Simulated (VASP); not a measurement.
A run of VASP 6.6.1 is set up as follows.

File INCAR:

```
SYSTEM = TiO2
AGGAC = 1.0
AGGAX = 1.0
ALDAC = 0.0
ALDAX = 1.0
ALGO = Normal
EDIFF = 1E-6
ENCUT = 520
GGA = B5
ISIF = 2
ISMEAR = -1
LASPH = .True.
LCHARG = .True.
LELF = .True.
LREAL = .False.
LVHAR = .True.
LWAVE = .False.
NBANDS = 60
NELM = 100
PREC = Accurate
SIGMA = 0.05
```

Contents of KPOINTS:

```
k-points
0
Gamma
  6 5 6
  0 0 0
```

POSCAR

```
TiO2
1.0
    4.5453495500      0.0000000000      0.0000000000
    0.0000000000      5.5196194400      0.0000000000
    0.0000000000      0.0000000000      4.9091968600
Ti O
4 8
Direct
    0.0000000000      0.1729909300      0.7500000000
    0.5000000000      0.3270090700      0.2500000000
    0.0000000000      0.8270090700      0.2500000000
    0.5000000000      0.6729909300      0.7500000000
    0.2714506200      0.3817246400      0.9186490800
    0.7714506200      0.1182753600      0.0813509200
    0.2285493800      0.1182753600      0.4186490800
    0.7285493800      0.3817246400      0.5813509200
    0.2714506200      0.6182753600      0.4186490800
    0.7714506200      0.8817246400      0.5813509200
    0.2285493800      0.8817246400      0.9186490800
    0.7285493800      0.6182753600      0.0813509200
```

Potentials or basis: VASP PAW PBE potentials, release 64 (Ti_sv, O).

The run is started by

```sh
$ cat potpaw_PBE.64/Ti_sv/POTCAR potpaw_PBE.64/O/POTCAR > POTCAR
$ mpirun -np 1 vasp_std > vasp.out
```

**Question.** Estimate the pressure.

**Answer.** 11.0 GPa.

**Question.** What does it give for the band gap on the k mesh?

**Answer.** 2.60 eV, indirect (least direct gap 2.63 eV).

**Question.** Predict the largest force.

**Answer.** 0.082 eV/Å.

Stress tensor (GPa, compression positive):
```
10.85  0.00  0.00
 0.00 10.82  0.00
 0.00  0.00 11.35
```

Caveat: the PAW data sets were made with another functional, which shifts forces and pressure a little. A k mesh can miss the band edges.
